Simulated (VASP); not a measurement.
Input of a VASP 6.6.1 run:

INCAR

```
ALGO = Normal ; EDIFF = 1E-8
ENCUT = 520 ; GGA = CA
GGA_COMPAT = F ; ISIF = 2
ISMEAR = -1 ; LASPH = T
LCHARG = F ; LEFG = T
LREAL = F ; LWAVE = F
NBANDS = 28 ; NELM = 120
PREC = Accurate ; SIGMA = 0.01
```

KPOINTS

```
k-points
0
Gamma
  5 5 5
```

Contents of POSCAR:

```
KTaO3
1.0
    3.9883000000      0.0000000000      0.0000000000
    0.0000000000      3.9883000000      0.0000000000
    0.0000000000      0.0000000000      3.9484170000
K Ta O
1 1 3
Direct
    0.5000000000      0.5000000000      0.5000000000
    0.0000000000      0.0000000000      0.0000000000
    0.5000000000      0.0000000000      0.0000000000
    0.0000000000      0.5000000000      0.0000000000
    0.0000000000      0.0000000000      0.5000000000
```

Potentials or basis: VASP PAW LDA potentials, release 64 (K_sv, Ta_sv_GW, O).

Run with:

```sh
$ cat potpaw_LDA.64/K_sv/POTCAR potpaw_LDA.64/Ta_sv_GW/POTCAR potpaw_LDA.64/O/POTCAR > POTCAR
$ mpirun -np 1 vasp_std > vasp.out
```

Q: Predict the band gap on the k mesh.

A: 2.17 eV (least direct gap 2.66 eV).

Q: What does it give for the pressure?

A: -2.8 GPa.

Stress tensor (GPa, compression positive):
```
-4.13  0.00  0.00
 0.00 -4.13  0.00
 0.00  0.00 -0.18
```

Caveat: the cell differs from its parent crystal (zz strain of -1 %); without QUAD_EFG the Cq values of the log hold for a quadrupole moment of 1 mb, not for the nuclei; spin-orbit coupling is left out, which moves the levels of the heavy elements. A k mesh can miss the band edges.
